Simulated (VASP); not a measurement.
# ZrC in VASP: further runs, part 2 of 2

VASP 6.6.1.

## 5. Single point, LDA (mode 4 frozen in at +0.000 Å, strain +e along z and -e/2 along x and y -0.0233)

The input, INCAR:

```
  PREC = Accurate
  ENCUT = 520
  EDIFF = 1E-6
  ISMEAR = 0
  SIGMA = 0.15
  LREAL = F
  LASPH = T
  NELM = 80
  ALGO = Normal
  ISIF = 2
  LWAVE = F
  LCHARG = F
  NBANDS = 15
```

The input, KPOINTS:

```
regular mesh
0
Gamma
  16 16 16
```

The input, POSCAR:

```
ZrC
1.0
    0.0000000000      2.3477650992      2.2666556343
    2.3477650992      0.0000000000      2.2666556343
    2.3477650992      2.3477650992      0.0000000000
Zr C
1 1
Direct
    0.5000000000      0.5000000000      0.5000000000
    0.0000000000      0.0000000000      0.0000000000
```

Potentials or basis: VASP PAW LDA potentials, release 64 (Zr_sv, C).

Command:

```console
$ cat potpaw_LDA.64/Zr_sv/POTCAR potpaw_LDA.64/C/POTCAR > POTCAR
$ mpirun -np 1 vasp_std > vasp.out
```

OUTCAR:

```text
PREC = Accurate
   ENCUT = 520
   EDIFF = 1E-6
   ISMEAR = 0
   LREAL = F
   LASPH = T
   NELM = 80
   ISIF = 2

 ion  position               nearest neighbor table
   1  0.500  0.500  0.500-   2 2.27   2 2.27   2 2.35   2 2.35   2 2.35   2 2.35
   2  0.000  0.000  0.000-   1 2.27   1 2.27   1 2.35   1 2.35   1 2.35   1 2.35

  LATTYP: Found a body centered tetragonal cell.
 ALAT       =     3.3202412446
 C/A-ratio  =     1.3653559891

  Lattice vectors:

 A1 = (   0.0000000000,  -2.3477650992,  -2.2666556343)
 A2 = (   0.0000000000,   2.3477650992,  -2.2666556343)
 A3 = (   2.3477650992,   0.0000000000,   2.2666556343)

Analysis of symmetry for initial positions (statically):
=====================================================================
 Subroutine PRICEL returns:
 Original cell was already a primitive cell.

 Routine SETGRP: Setting up the symmetry group for a
 body centered tetragonal supercell.

 Subroutine GETGRP returns: Found 16 space group operations
 (whereof 16 operations were pure point group operations)
 out of a pool of 16 trial point group operations.

The static configuration has the point symmetry D_4h.

Analysis of symmetry for dynamics (positions and initial velocities):
=====================================================================
 Subroutine PRICEL returns:
 Original cell was already a primitive cell.

 Routine SETGRP: Setting up the symmetry group for a
 body centered tetragonal supercell.

 Subroutine GETGRP returns: Found 16 space group operations
 (whereof 16 operations were pure point group operations)
 out of a pool of 16 trial point group operations.

The dynamic configuration has the point symmetry D_4h.

 Subroutine INISYM returns: Found 16 space group operations
 (whereof 16 operations are pure point group operations),
 and found     1 'primitive' translations

----------------------------------------------------------------------------------------

                                     Primitive cell

  volume of cell :      24.9876

  direct lattice vectors                    reciprocal lattice vectors
     0.000000000  2.347765099  2.266655634    -0.212968495  0.212968495  0.220589309
     2.347765099  0.000000000  2.266655634     0.212968495 -0.212968495  0.220589309
     2.347765099  2.347765099  0.000000000     0.212968495  0.212968495 -0.220589309

  length of vectors
     3.263392211  3.263392211  3.320241245     0.373323992  0.373323992  0.373323992

  position of ions in fractional coordinates (direct lattice)
     0.500000000  0.500000000  0.500000000
     0.000000000  0.000000000  0.000000000

  ion indices of the primitive-cell ions
   primitive index   ion index
                 1           1
                 2           2

----------------------------------------------------------------------------------------

 KPOINTS: regular mesh

Automatic generation of k-mesh.
 Grid dimensions read from file:
 generate k-points for:   16   16   16

 Generating k-lattice:

  Cartesian coordinates                     Fractional coordinates (reciprocal lattice)
    -0.013310531  0.013310531  0.013786832     0.062500000  0.000000000  0.000000000
     0.013310531 -0.013310531  0.013786832     0.000000000  0.062500000  0.000000000
     0.013310531  0.013310531 -0.013786832    -0.000000000 -0.000000000  0.062500000

  Length of vectors
     0.023332750  0.023332750  0.023332750

  Shift w.r.t. Gamma in fractional coordinates (k-lattice)
     0.000000000  0.000000000  0.000000000

 Subroutine IBZKPT returns following result:
 ===========================================

 Found    349 irreducible k-points:

 Following reciprocal coordinates:
            Coordinates               Weight
  0.000000  0.000000  0.000000      1.000000
  0.062500  0.000000  0.000000      8.000000
  0.125000  0.000000  0.000000      8.000000
  0.187500  0.000000  0.000000      8.000000
  0.250000  0.000000  0.000000      8.000000
  0.312500  0.000000  0.000000      8.000000
[... 16 lines left out ...]
 -0.125000  0.062500  0.000000      8.000000
 -0.062500  0.062500  0.000000      4.000000
 [... further k-points ...]
   k-points           NKPTS =    349   k-points in BZ     NKDIM =    349   number of bands    NBANDS=     15
   number of dos      NEDOS =    301   number of ions     NIONS =      2
   total plane-waves  NPLWV =  16128
   dimension x,y,z NGX =    24 NGY =   24 NGZ =   28
   dimension x,y,z NGXF=    48 NGYF=   48 NGZF=   56
   ions per type =               1   1
   NGX,Y,Z   is equivalent  to a cutoff of  12.23, 12.23, 14.02 a.u.
   NGXF,Y,Z  is equivalent  to a cutoff of  24.45, 24.45, 28.04 a.u.
 SYSTEM =  unknown system
   PREC   = accura    normal or accurate (medium, high low for compatibility)
   ISTART =      0    job   : 0-new  1-cont  2-samecut
   ICHARG =      2    charge: 1-file 2-atom 10-const
   ISPIN  =      1    spin polarized calculation?
   LNONCOLLINEAR =      F non collinear calculations
   LSORBIT =      F    spin-orbit coupling
   LASPH  =      T    aspherical Exc in radial PAW
   ENCUT  =  520.0 eV  38.22 Ry    6.18 a.u.   6.07  6.07  6.17*2*pi/ulx,y,z
   NELM   =     80;   NELMIN=  2; NELMDL= -5     # of ELM steps
   EDIFF  = 0.1E-05   stopping-criterion for ELM
   LREAL  =      F    real-space projection
   EDIFFG = 0.1E-04   stopping-criterion for IOM
   NSW    =      0    number of steps for IOM
   IBRION =     -1    ionic relax: 0-MD 1-quasi-New 2-CG
   NFREE  =      0    steps in history (QN), initial steepest desc. (CG)
   ISIF   =      2    stress and relaxation
   ISYM   =      2    0-nonsym 1-usesym 2-fastsym
   POTIM  = 0.5000    time-step for ionic-motion
   TEBEG  =    0.0;   TEEND  =   0.0 temperature during run
   PSTRESS=    0.0 pullay stress
   NELECT =      16.0000    total number of electrons
   NUPDOWN=      -1.0000    fix difference up-down
   EMIN   =  10.00;   EMAX   =-10.00  energy-range for DOS
   EFERMI =   0.00;   METHOD = LEGACY
   ISMEAR =     0;   SIGMA  =   0.15  broadening in eV -4-tet -1-fermi 0-gaus
   EFERMI_NEDOS =   21; number of points for ismear=-14 and -15
   IALGO  =     38    algorithm
   IMIX   =      4    mixing-type and parameters
     AMIX     =   0.40;   BMIX     =  1.00
     AMIX_MAG =   1.60;   BMIX_MAG =  1.00
  volume/ion in A,a.u.               =      12.49        84.31
  Fermi-wavevector in a.u.,A,eV,Ry     =   1.411042  2.666482 27.089730  1.991039
  Thomas-Fermi vector in A             =   2.532934
   LORBIT       =      0    0 simple, 1 ext, 2 COOP (PROOUT), +10 PAW based schemes
   GGA     = CA    functional components
   LHFCALC =     F    Hartree Fock is set to
   AEXX    =    0.0000 exact exchange contribution
   IVDW    =     0    specifies the selected vdW correction
   LEPSILON=     F    determine dielectric tensor
   LRPA    =     F    only Hartree local field effects (RPA)
 non-spin polarized calculation
 Gauss-broadening in eV      SIGMA  =   0.15
  energy-cutoff  :      520.00
  volume of cell :       24.99
 maximum number of plane-waves:       688
   NGX = 13   NGY = 13   NGZ = 13

 number of electron      16.0000000 magnetization

 Free energy of the ion-electron system (eV)
  ---------------------------------------------------
  ext. energy  EPLUGINS =         0.00000000
  ---------------------------------------------------
  free energy    TOTEN  =       -21.25190085 eV

  energy without entropy =      -21.24856094  energy(sigma->0) =      -21.25023090

 E-fermi :   9.9069     XC(G=0): -12.5435

 val. band max:        9.8981190363   @ k =  -0.0625   0.0625   0.0000
 cond. band min:       9.9190374698   @ k =   0.4375   0.0000   0.4375
 fundamental gap:      0.0209184335
 Fermi energy:         9.9068727297

 k-point     1 :       0.0000    0.0000    0.0000
  band No.  band energies     occupation
      1     -37.7593      2.00000
      2     -15.5954      2.00000
      3     -15.5954      2.00000
      4     -15.5850      2.00000
      5      -1.3857      2.00000
      6      10.7792      0.00000
      7      10.7792      0.00000
      8      10.8333      0.00000
      9      10.8333      0.00000
     10      10.9938      0.00000
     11      11.1900      0.00000
     12      12.5935      0.00000
     13      12.9335      0.00000
     14      17.8405      0.00000
     15      20.4394      0.00000
[... 397 lines left out ...]
 k-point    24 :      -0.0625    0.0625    0.0000
  band No.  band energies     occupation
      1     -37.7474      2.00000
      2     -15.6865      2.00000
      3     -15.6123      2.00000
      4     -15.5997      2.00000
      5      -1.1471      2.00000
      6       9.4791      1.99994
      7       9.6435      1.98696
      8       9.8981      1.06578
      9      10.9813      0.00000
     10      11.8184      0.00000
     11      11.8936      0.00000
     12      13.7136      0.00000
     13      14.1006      0.00000
     14      18.2255      0.00000
     15      21.0888      0.00000

 [... further k-points ...]
[... 5 lines left out ...]
  --------------------------------------------------------------------------------------
  -------------------------------------------------------------------------------------
  Total       -0.5883298     -0.5883298      1.7936116      0.0000000     -0.0000000     -0.0000000
  in kB      -37.7230336    -37.7230336    115.0043231      0.0000000     -0.0000000     -0.0000000
  external PRESSURE =      13.1860853 kB  Pullay stress =       0.0000000 kB

 VOLUME and BASIS-vectors are now :
 -----------------------------------------------------------------------------
  energy-cutoff  :      520.00
  volume of cell :       24.99
      direct lattice vectors                 reciprocal lattice vectors
     0.000000000  2.347765099  2.266655634    -0.212968495  0.212968495  0.220589309
     2.347765099  0.000000000  2.266655634     0.212968495 -0.212968495  0.220589309
     2.347765099  2.347765099  0.000000000     0.212968495  0.212968495 -0.220589309

 POSITION                                       TOTAL-FORCE (eV/Angst)
 -----------------------------------------------------------------------------------
      2.34777      2.34777      2.26666         0.000000     -0.000000      0.000000
      0.00000      0.00000      0.00000        -0.000000      0.000000      0.000000
 -----------------------------------------------------------------------------------
    total drift:                                0.000000     -0.000000      0.000000

  FREE ENERGIE OF THE ION-ELECTRON SYSTEM (eV)
  ---------------------------------------------------
  free  energy   TOTEN  =       -21.2519008539 eV

  energy  without entropy=      -21.2485609405  energy(sigma->0) =      -21.25023090
```

OSZICAR:

```text
N       E                     dE             d eps       ncg     rms          rms(c)
DAV:   1     0.997494644536E+02    0.99749E+02   -0.86320E+03 10470   0.108E+03
DAV:   2    -0.186131279657E+02   -0.11836E+03   -0.11073E+03 13396   0.291E+02
DAV:   3    -0.245225456189E+02   -0.59094E+01   -0.58700E+01 16967   0.553E+01
DAV:   4    -0.246865188357E+02   -0.16397E+00   -0.16388E+00 12930   0.653E+00
DAV:   5    -0.246884135482E+02   -0.18947E-02   -0.18946E-02 13764   0.628E-01    0.223E+01
DAV:   6    -0.214045211494E+02    0.32839E+01   -0.63089E+00 12688   0.228E+01    0.795E+00
DAV:   7    -0.212782770261E+02    0.12624E+00   -0.59009E-01 12064   0.612E+00    0.700E+00
DAV:   8    -0.212928355315E+02   -0.14559E-01   -0.34580E-01 13125   0.404E+00    0.546E+00
DAV:   9    -0.212531498320E+02    0.39686E-01   -0.63086E-02 11779   0.162E+00    0.974E-01
DAV:  10    -0.212519063404E+02    0.12435E-02   -0.57108E-03 13816   0.624E-01    0.783E-02
DAV:  11    -0.212519042400E+02    0.21004E-05   -0.14154E-04 12192   0.118E-01    0.273E-02
DAV:  12    -0.212519015719E+02    0.26681E-05   -0.41795E-06 12956   0.182E-02    0.106E-02
DAV:  13    -0.212519008539E+02    0.71795E-06   -0.17393E-06 12724   0.846E-03
   1 F= -.21251901E+02 E0= -.21250231E+02  d E =-.333991E-02
```

stdout:

```text
POSCAR found type information on POSCAR ZrC
 POSCAR found :  2 types and       2 ions
 scaLAPACK will be used
 LDA part: xc-table for (Slater(with rela. corr.)+CA(PZ))
 , standard interpolation
 POSCAR, INCAR and KPOINTS ok, starting setup
 FFT: planning ... GRIDC
 FFT: planning ... GRID_SOFT
 FFT: planning ... GRID
 WAVECAR not read
 entering main loop
```

It took 45 s on 1 thread of Intel Xeon Platinum 8559C (Emerald Rapids), shared host; peak memory 0.24 GiB.

What came out:

```yaml
Free_energy: -21.2519 eV
Pressure: 1.3 GPa
Band_gap_on_the_k_mesh: zero (band 8 reaches 10.83 eV, above the bottom of band 9 at 9.29 eV)
```

Levels at points of the mesh, in eV from the Fermi level:
| k point | band 6 | band 7 | band 8 | band 9 | band 10 | band 11 |
| --- | --- | --- | --- | --- | --- | --- |
| (0.00, 0.00, 0.00) | 0.87 | 0.87 | 0.93 | 0.93 | 1.09 | 1.28 |
| (0.50, 0.00, 0.00) | -5.46 | -3.12 | -3.06 | 4.52 | 4.80 | 5.55 |
| (0.50, 0.50, 0.00) | -1.99 | -1.67 | -0.02 | -0.02 | 4.67 | 5.90 |
| (0.50, 0.00, 0.50) | -2.09 | -1.91 | 0.08 | 0.29 | 4.60 | 5.70 |

Caveat: the cell differs from its parent crystal (mode 4 frozen in at +0.000 Å, strain +e along z and -e/2 along x and y -0.0233).

## 6. Single point, LDA (mode 4 frozen in at +0.000 Å, strain +e along z and -e/2 along x and y +0.0233)

The input, INCAR:

```
SYSTEM = ZrC
PREC     = Accurate       ! precision mode
ENCUT    = 520            ! plane-wave cutoff, eV
EDIFF    = 1E-7           ! SCF threshold, eV
ISMEAR   = 0              ! smearing method
SIGMA    = 0.15           ! smearing width, eV
LREAL    = .FALSE.        ! projectors in reciprocal space
LASPH    = .TRUE.         ! aspherical terms in the spheres
NELM     = 80             ! most SCF steps
ALGO     = Normal         ! electronic algorithm
ISIF     = 2              ! what is computed and relaxed
LWAVE    = .FALSE.        ! write WAVECAR
LCHARG   = .TRUE.         ! write CHGCAR
GGA      = CA             ! functional
LELF     = .TRUE.         ! ELF
LVHAR    = .TRUE.       
NBANDS   = 15             ! bands
```

The input, KPOINTS:

```
Automatic mesh
0
G
  16 16 16
  0 0 0
```

The input, POSCAR:

```
ZrC
1.0
    0.0000000000      2.2936921226      2.3748015875
    2.2936921226      0.0000000000      2.3748015875
    2.2936921226      2.2936921226      0.0000000000
Zr C
1 1
Direct
    0.5000000000      0.5000000000      0.5000000000
    0.0000000000      0.0000000000      0.0000000000
```

Potentials or basis: VASP PAW LDA potentials, release 64 (Zr_sv, C).

Command:

```console
$ cat potpaw_LDA.64/Zr_sv/POTCAR potpaw_LDA.64/C/POTCAR > POTCAR
$ mpirun -np 1 vasp_std > vasp.out
```

It took 71 s on 1 thread of Intel Xeon Platinum 8559C (Emerald Rapids), shared host; peak memory 0.24 GiB.

The run converged. Its results:

| Item | Value |
| --- | --- |
| Free energy | -21.2541 eV |
| Pressure | 1.3 GPa |
| Band gap on the k mesh | zero (band 8 reaches 10.91 eV, above the bottom of band 9 at 9.48 eV) |

Stress tensor (GPa, compression positive):
```
 5.92  0.00  0.00
 0.00  5.92  0.00
 0.00  0.00 -7.94
```

Levels at points of the mesh, in eV from the Fermi level:
| k point | band 4 | band 5 | band 6 | band 7 | band 8 | band 9 | band 10 | band 11 | band 12 | band 13 |
| --- | --- | --- | --- | --- | --- | --- | --- | --- | --- | --- |
| (0.00, 0.00, 0.00) | -25.49 | -11.29 | 0.81 | 0.81 | 1.01 | 1.01 | 1.17 | 1.17 | 2.62 | 3.11 |
| (0.50, 0.00, 0.00) | -25.55 | -7.94 | -5.46 | -3.12 | -3.05 | 4.54 | 4.78 | 5.55 | 6.71 | 10.15 |
| (0.50, 0.50, 0.00) | -25.79 | -10.15 | -2.22 | -1.90 | 0.24 | 0.24 | 4.64 | 5.89 | 5.89 | 8.29 |
| (0.50, 0.00, 0.50) | -25.83 | -10.15 | -1.96 | -1.82 | -0.04 | 0.15 | 4.62 | 5.69 | 6.11 | 8.71 |

Caveat: the cell differs from its parent crystal (mode 4 frozen in at +0.000 Å, strain +e along z and -e/2 along x and y +0.0233).

## 7. Summary

| cell | gap on the mesh (eV) | pressure (GPa) |
| --- | --- | --- |
| a = 3.282 Å, angles 60.0°, 2 atoms | none | 1.0 |
| a = 3.322, b = 3.322, c = 3.205 Å, angles 61.2, 61.2, 57.7°, 2 atoms | none | 3.2 |
| a = 3.263, b = 3.263, c = 3.320 Å, angles 59.4, 59.4, 61.2°, 2 atoms | none | 1.3 |
| a = 3.302, b = 3.302, c = 3.244 Å, angles 60.6, 60.6, 58.8°, 2 atoms | none | 1.3 |

Some of these runs hold the atoms at other places in the same cell, which the table doesn't show; runs alike in all that it shows share one row.

Alike in all rows: task single point; level LDA; potentials or basis VASP PAW LDA potentials, release 64 (Zr_sv, C); no spin polarisation; k mesh 16 × 16 × 16; cutoff (eV) 520; smearing gaussian 0.15 eV.

Total energies depend on the potentials used, so only differences within one code and one set of settings carry meaning.
